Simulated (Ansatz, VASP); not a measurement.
**One calculation of CdTe, two programs**

The input INCAR:

```
SYSTEM = CdTe
  PREC = Accurate
  ENCUT = 520
  EDIFF = 1E-6
  ISMEAR = 0
  SIGMA = 0.05
  LREAL = .False.
  LASPH = .True.
  NELM = 100
  ALGO = Normal
  ISIF = 2
  LWAVE = .False.
  LCHARG = .False.
  GGA = CA
  NBANDS = 16
```

Contents of KPOINTS:

```
regular mesh
0
Gamma
  8 8 8
  0 0 0
```

The input POSCAR:

```
CdTe
1.0
    0.0000000000      2.8763608158      3.2449918951
    3.2449918951      0.0000000000      3.2449918951
    3.2449918951      2.8763608158      0.0000000000
Cd Te
1 1
Direct
    0.0000000000      0.0000000000      0.0000000000
    0.7500000000      0.7500000000      0.7500000000
```

Input for Ansatz:

```yaml
crystal:
  lattice:
    - [0.0, 2.8763608158, 3.2449918951]
    - [3.2449918951, 0.0, 3.2449918951]
    - [3.2449918951, 2.8763608158, 0.0]
  atoms:
    - { symbol: Cd, position: [0.0, 0.0, 0.0] }
    - { symbol: Te, position: [0.75, 0.75, 0.75] }
basis:
  ecutwfc: 420
kpoints:
  mp_grid: { grid: [8, 8, 8] }
hamiltonian:
  xc: lda
  pseudopotentials: { kind: paw }
scf:
  occupations: { method: gaussian, width: 0.05 }
output:
  forces: true
  stress: true
  eigenvalues: true
```

Alike in both runs: task single point; functional LDA; k mesh 8 × 8 × 8; occupations gaussian, width 0.05 eV; no spin polarisation.

|  | VASP | Ansatz |
| --- | --- | --- |
| version | VASP 6.6.1 | Ansatz 0.2.0 |
| potentials or method | VASP PAW LDA potentials, release 64 (Cd, Te), cutoff 520 eV | scalar-relativistic, plane waves, PAW |
| valence electrons in the cell | 18 | 36 |

```csv
,VASP,Ansatz,Ansatz less VASP
gap on the k mesh at the Fermi level (eV),0.66,0.62,-0.048
least direct gap on the mesh (eV),0.66,0.62,-0.048
pressure (GPa),4.6,4.3,-0.38
"traceless stress, the component that is largest in VASP (GPa)",0.76,0.79,+0.030
```

LDA's correlation is that of Perdew and Zunger in VASP and of Perdew and Wang (1992) in Ansatz. VASP's potentials hold 18 valence electrons a cell and Ansatz's 36, so a difference there can come from the potentials and not from the codes.

Neither program's run includes spin-orbit coupling.
